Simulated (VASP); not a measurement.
Write the native input for VASP 6.6.1 that does the following.

* Task: single point
* Functional: PBEsol
* Dispersion: D3(BJ)
* Potentials or basis: VASP PAW PBE potentials, release 64 (Al)
* Cutoff: 520 eV
* k mesh: 26 × 26 × 26
* Occupations: gaussian, width 0.15 eV
* Spin: no spin polarisation
* Dipole correction: no
* Further INCAR settings: ALGO = Normal; EDIFF = 1e-06; NBANDS = 8

The structure of Al lies in POSCAR:

```
Al
1.0
    0.0000000000      1.9812776140      1.9812776140
    1.9812776140      0.0000000000      1.9812776140
    1.9812776140      1.9812776140      0.0000000000
Al
1
Direct
    0.0000000000      0.0000000000      0.0000000000
```

The input as run:

INCAR

```
  PREC = Accurate
  ENCUT = 520
  EDIFF = 1E-6
  ISMEAR = 0
  SIGMA = 0.15
  LREAL = False
  LASPH = True
  NELM = 60
  ALGO = Normal
  ISIF = 2
  LWAVE = False
  LCHARG = True
  GGA = PS
  IVDW = 12
  LELF = True
  LVHAR = True
  NBANDS = 8
```

KPOINTS

```
Automatic mesh
0
Gamma
  26 26 26
```

Potentials or basis: VASP PAW PBE potentials, release 64 (Al).

The run is started by

```sh
$ cat potpaw_PBE.64/Al/POTCAR > POTCAR
$ mpirun -np 1 vasp_std > vasp.out
```

It gave:

The pressure is 0.1 GPa. The dispersion energy per atom is -0.337 eV.

Caveat: the PAW data sets were made with another functional, which shifts forces and pressure a little; pairwise dispersion overbinds metals, which lowers pressure and volume.

It took 41 s on 1 thread of Intel(R) Xeon(R) Platinum 8375C CPU @ 2.90GHz (Ice Lake), with other jobs on the host, peak memory 0.18 GiB.
